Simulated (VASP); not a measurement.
The system is AlN.

```
Al N
1.0
     0.00000    2.03452    2.03452
     2.03452    0.00000    2.03452
     2.03452    2.03452    0.00000
Al N
1 1
Direct
  0.50000 0.50000 0.50000
  0.00000 0.00000 0.00000
```

| Item | Value |
| --- | --- |
| Program | VASP 6.6.1 |
| Task | relaxation of cell and atoms |
| Functional | r2SCAN |
| Potentials or basis | VASP PAW PBE potentials, release 64 (Al, N) |
| Cutoff | 660 eV |
| k mesh | 10 × 10 × 10 |
| Occupations | gaussian, width 0.02 eV |
| Spin | no spin polarisation |

At the start: pressure -6.8 GPa; volume 8.42 Å³/atom.

Problem. Where does the relaxation end?

Solution. Over 16 steps the energy falls by 4.8 meV/atom and the volume is 8.21 Å³/atom (-2.5 %); space group Fm-3m (No. 225, to 0.1 Å) before and after.

Step by step:
```csv
step,energy change (eV),largest force (eV/Å),pressure (GPa),volume (Å³)
1,0.0000,0.0000,-6.81,16.84
2,0.0006,0.0000,7.80,15.98
3,-0.0095,0.0000,0.08,16.41
4,-0.0095,0.0000,-0.07,16.42
5,-0.0095,0.0000,-0.06,16.42
6,-0.0095,0.0000,-0.06,16.42
7,-0.0095,0.0000,-0.06,16.42
8,-0.0095,0.0000,-0.06,16.42
9,-0.0095,0.0000,-0.06,16.42
10,-0.0095,0.0000,-0.06,16.42
11,-0.0095,0.0000,-0.06,16.42
12,-0.0095,0.0000,-0.06,16.42
13,-0.0095,0.0000,-0.05,16.42
14,-0.0095,0.0000,-0.05,16.42
15,-0.0095,0.0000,-0.04,16.42
16,-0.0095,0.0000,-0.02,16.42
```

Final structure:
```
CELL_PARAMETERS angstrom
0.00000 2.01721 2.01721
2.01721 0.00000 2.01721
2.01721 2.01721 0.00000
ATOMIC_POSITIONS crystal
Al 0.50000 0.50000 0.50000
N 0.00000 0.00000 0.00000
```

Caveat: the PAW data sets were made with another functional, which shifts forces and pressure a little.
